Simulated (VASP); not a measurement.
MgO:

```
Mg O
1.0
     0.00000    2.20989    2.20989
     2.20989    0.00000    2.20989
     2.20989    2.20989    0.00000
Mg O
1 1
Direct
  0.00000 0.00000 0.00000
  0.25000 0.25000 0.25000
```

This cell differs from its parent crystal: strain -3.2%.

Base run:

| Item | Value |
| --- | --- |
| Program | VASP 6.6.1 |
| Functional | r2SCAN |
| Potentials or basis | VASP PAW PBE potentials, release 64 (Mg, O) |
| Cutoff | 520 eV |
| k mesh | 10 × 10 × 10 |
| Occupations | gaussian, width 0.01 eV |
| Spin | no spin polarisation |

Its results: band gap on the k mesh 4.92 eV, direct; pressure 14.4 GPa.

Task: The run is repeated on the same cell with these changes: functional from r2SCAN to PBE; occupations from gaussian, width 0.01 eV to fermi-dirac, width 0.02 eV. What comes out?

Result: Band gap on the k mesh 4.22 eV, direct; pressure 18.7 GPa.

Caveats: the PAW data sets were made with another functional, which shifts forces and pressure a little (some runs).

